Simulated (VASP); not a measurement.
Set up this calculation in VASP 6.6.1, as the native input.

| Property | Result |
| --- | --- |
| Task | single point |
| Functional | PBEsol |
| Potentials or basis | VASP PAW PBE potentials, release 64 (Pb_d, S) |
| Cutoff | 400 eV |
| k mesh | 1 × 1 × 1 |
| Occupations | gaussian, width 0.01 eV |
| Spin | no spin polarisation |
| Dipole correction | no |
| Further INCAR settings | ALGO = Normal; EDIFF = 1e-06; NBANDS = 50 |

The structure of PbS lies in POSCAR:

```
PbS
1.0
    4.0897000000      0.0000000000      0.0000000000
   -4.0897000000      7.0835681877      0.0000000000
    0.0000000000      0.0000000000      7.5763400000
Pb S
4 4
Direct
   -0.0100898882     -0.0043977836      0.0019910669
   -0.0047065595     -0.0041920963      0.5013378491
    0.0039433396      0.5072878392     -0.0028109879
    0.0053227070      0.5017992212      0.5001734347
    0.7083356402      0.1681549423      0.2372987485
    0.6515773774      0.1708628996      0.7714825364
    0.6674542128      0.6602910957      0.2493880950
    0.6750417182      0.6641440973      0.7373621036
```

These files were run (other wordings do the same):

INCAR

```
ALGO = Normal ; EDIFF = 1E-6
ENCUT = 400 ; GGA = PS
GGA_COMPAT = False ; ISIF = 2
ISMEAR = 0 ; LASPH = True
LCHARG = False ; LREAL = False
LWAVE = False ; NBANDS = 50
NELM = 120 ; PREC = Accurate
SIGMA = 0.01
```

KPOINTS

```
k-points
0
Gamma
  1 1 1
```

Potentials or basis: VASP PAW PBE potentials, release 64 (Pb_d, S).

The run is started by

```console
$ cat potpaw_PBE.64/Pb_d/POTCAR potpaw_PBE.64/S/POTCAR > POTCAR
$ mpirun -np 1 vasp_gam > vasp.out
```

It gave:

```json
{"Pressure": "4.0 GPa", "Largest force": "0.610 eV/Å"}
```

Caveat: the k points lie up to 1.54 Å⁻¹ apart, too coarse for converged energies, forces and pressures; the PAW data sets were made with another functional, which shifts forces and pressure a little.

Wall time 12 s on 1 thread of Intel(R) Xeon(R) 6975P-C (Granite Rapids), with other jobs on the host, peak memory 0.23 GiB.
